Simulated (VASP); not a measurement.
Write the native input for VASP 6.6.1 that does the following.

```
Task                   : single point
Functional             : PBE
Potentials or basis    : VASP PAW PBE potentials, release 64 (Tl_d, Cl)
Cutoff                 : 500 eV
k mesh                 : 2 × 2 × 2
Occupations            : gaussian, width 0.01 eV
Spin                   : no spin polarisation
Dipole correction      : no
Further INCAR settings : ALGO = Normal; EDIFF = 1e-06; NBANDS = 17
```

The structure of TlCl lies in POSCAR:

```
TlCl
1.0
    3.7936346963      0.0000000000      0.0000000000
    0.0000000000      3.7936346963      0.0000000000
    0.0000000000      0.0000000000      3.7936346963
Tl Cl
1 1
Direct
    0.0000000000      0.0000000000      0.0000000000
    0.5000000000      0.5000000000      0.5000000000
```

These files were run (other wordings do the same):

INCAR

```
SYSTEM = TlCl
PREC = Accurate ; ENCUT = 500
EDIFF = 1E-6 ; ISMEAR = 0
SIGMA = 0.01 ; LREAL = .False.
LASPH = .True. ; NELM = 120
ALGO = Normal ; ISIF = 2
LWAVE = .False. ; LCHARG = .False.
GGA = PE ; NBANDS = 17
GGA_COMPAT = .False.
```

KPOINTS

```
Automatic mesh
0
Gamma
  2 2 2
  0 0 0
```

Potentials or basis: VASP PAW PBE potentials, release 64 (Tl_d, Cl).

Command:

```console
$ cat potpaw_PBE.64/Tl_d/POTCAR potpaw_PBE.64/Cl/POTCAR > POTCAR
$ mpirun -np 1 vasp_std > vasp.out
```

Results of the run:

The pressure is 5.7 GPa and the band gap on the k mesh is 1.90 eV, direct.

Caveat: the k points lie up to 0.83 Å⁻¹ apart; spin-orbit coupling is left out, which moves the levels of the heavy elements.

It took 2.6 s on 1 thread of Intel(R) Xeon(R) 6975P-C (Granite Rapids) (shared host), peak memory 0.14 GiB.
